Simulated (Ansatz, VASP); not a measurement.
# One calculation of Be, two programs

The input INCAR:

```
SYSTEM = Be
ALGO = Normal
EDIFF = 1E-8
ENCUT = 520
GGA = PS
ISIF = 2
ISMEAR = -1
LASPH = .TRUE.
LCHARG = .FALSE.
LEFG = .TRUE.
LREAL = .FALSE.
LWAVE = .FALSE.
NBANDS = 7
NELM = 100
PREC = Accurate
SIGMA = 0.03
```

KPOINTS

```
k-points
0
G
  23 23 23
  0 0 0
```

The input POSCAR:

```
Be
1.0
   -1.2531209513      1.2531209513      1.2531209513
    1.2531209513     -1.2531209513      1.2531209513
    1.2531209513      1.2531209513     -1.2531209513
Be
1
Direct
    0.0000000000      0.0000000000      0.0000000000
```

Input for Ansatz:

```yaml
crystal:
  lattice:
    - [-1.2531209513, 1.2531209513, 1.2531209513]
    - [1.2531209513, -1.2531209513, 1.2531209513]
    - [1.2531209513, 1.2531209513, -1.2531209513]
  atoms:
    - { symbol: Be, position: [0.0, 0.0, 0.0] }
kpoints:
  mp_grid: { grid: [23, 23, 23] }
  band_path:
    path:
      - [0.0, 0.0, 0.0]
      - [0.5, -0.5, 0.5]
      - [0.0, 0.0, 0.5]
      - [0.0, 0.0, 0.0]
      - [0.25, 0.25, 0.25]
      - [0.5, -0.5, 0.5]
      - [0.25, 0.25, 0.25]
      - [0.0, 0.0, 0.5]
    npoints: 8
scf:
  occupations: { method: fermi_dirac, width: 0.03 }
hamiltonian:
  xc: pbesol
  pseudopotentials: { kind: all_electron, datasets: crystal }
output:
  forces: true
  stress: true
  eigenvalues: true
  efg: { contact_densities: true }
```

Alike in both runs: task electric field gradients; functional PBEsol; k mesh 23 × 23 × 23; occupations fermi-dirac, width 0.03 eV; no spin polarisation.

```csv
,VASP,Ansatz
version,VASP 6.6.1,Ansatz 0.2.0
potentials or method,"VASP PAW PBE potentials, release 64 (Be), cutoff 520 eV","all-electron PAW with datasets made for the crystal, scalar-relativistic"
```

```csv
,VASP,Ansatz,Ansatz less VASP
pressure (GPa),-1.6,-2.1,-0.46
```

VASP's potentials were made for PBE, not for PBEsol. Ansatz ran all-electron here, and VASP with PAW potentials. Ansatz's warnings: band levels unverified.
